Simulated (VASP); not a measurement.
Input of a VASP 6.6.1 run:

File POSCAR:

```
SnO2
1.0
    0.0000000000      2.5334669704      2.5334669704
    2.5334669704      0.0000000000      2.5334669704
    2.5334669704      2.5334669704      0.0000000000
Sn O
1 2
Direct
    0.0000000000      0.0000000000      0.0000000000
    0.2500000000      0.2500000000      0.2500000000
    0.7500000000      0.7500000000      0.7500000000
```

Contents of INCAR.step1:

```
ALGO = Normal ; EDIFF = 1E-5
ENCUT = 520 ; GGA = PE
ISIF = 2 ; ISMEAR = 0
LASPH = T ; LCHARG = F
LREAL = F ; LWAVE = T
NBANDS = 20 ; NELM = 100
PREC = Accurate ; SIGMA = 0.01
```

File INCAR.step2:

```
ALGO = Normal ; EDIFF = 1E-6
ENCUT = 520 ; GGA = PE
HFSCREEN = 0.2079 ; ISIF = 2
ISMEAR = 0 ; ISTART = 1
LASPH = T ; LCHARG = F
LHFCALC = T ; LREAL = F
LWAVE = F ; NBANDS = 20
NELM = 100 ; PREC = Accurate
PRECFOCK = Normal ; SIGMA = 0.01
```

KPOINTS

```
k-points
0
Gamma
  4 4 4
```

Potentials or basis: VASP PAW PBE potentials, release 64 (Sn_d, O).

Launch:

```console
$ cat potpaw_PBE.64/Sn_d/POTCAR potpaw_PBE.64/O/POTCAR > POTCAR
$ cp INCAR.step1 INCAR
$ mpirun -np 1 vasp_std > vasp.out
$ cp INCAR.step2 INCAR
$ mpirun -np 1 vasp_std > vasp.out
```

Question: Estimate the pressure.

Answer: -2.0 GPa.

Question: Predict the band gap on the k mesh.

Answer: 1.68 eV (least direct gap 3.18 eV).

Caveat: the k points lie up to 0.54 Å⁻¹ apart; the PAW data sets were made with another functional, which shifts forces and pressure a little; spin-orbit coupling is left out, which moves the levels of the heavy elements. A k mesh can miss the band edges.
